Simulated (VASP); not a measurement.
A run of VASP 6.6.1 is set up as follows.

Contents of INCAR:

```
PREC = Accurate
ENCUT = 520
EDIFF = 1E-6
ISMEAR = 0
SIGMA = 0.1
LREAL = F
LASPH = T
NELM = 100
ALGO = Normal
ISIF = 2
LWAVE = F
LCHARG = T
GGA = PE
LELF = T
LVHAR = T
NBANDS = 25
```

KPOINTS

```
Automatic mesh
0
Gamma
  10 10 10
```

The input POSCAR:

```
Hf2MgO2
1.0
   -2.5121614337      2.5121614337      3.1708758222
    2.5121614337     -2.5121614337      3.1708758222
    2.5121614337      2.5121614337     -3.1708758222
Mg Hf O
1 2 2
Direct
    0.0000000000      0.0000000000      0.0000000000
    0.5000000000      0.0000000000      0.5000000000
    0.0000000000      0.5000000000      0.5000000000
    0.6894423263      0.6894423263      0.0000000000
    0.3105576737      0.3105576737      0.0000000000
```

Potentials or basis: VASP PAW PBE potentials, release 64 (Mg, Hf_pv, O).

The run is started by

```sh
$ cat potpaw_PBE.64/Mg/POTCAR potpaw_PBE.64/Hf_pv/POTCAR potpaw_PBE.64/O/POTCAR > POTCAR
$ mpirun -np 1 vasp_std > vasp.out
```

Q: What does it give for the largest force?

A: 0.019 eV/Å.

Q: What does it give for the band gap on the k mesh?

A: Zero (bands 17 and 18 overlap by 0.59 eV).

Stress tensor (GPa, compression positive):
```
-0.37  0.00  0.00
 0.00 -0.37  0.00
 0.00  0.00 -0.28
```

Caveat: spin-orbit coupling is left out, which moves the levels of the heavy elements.
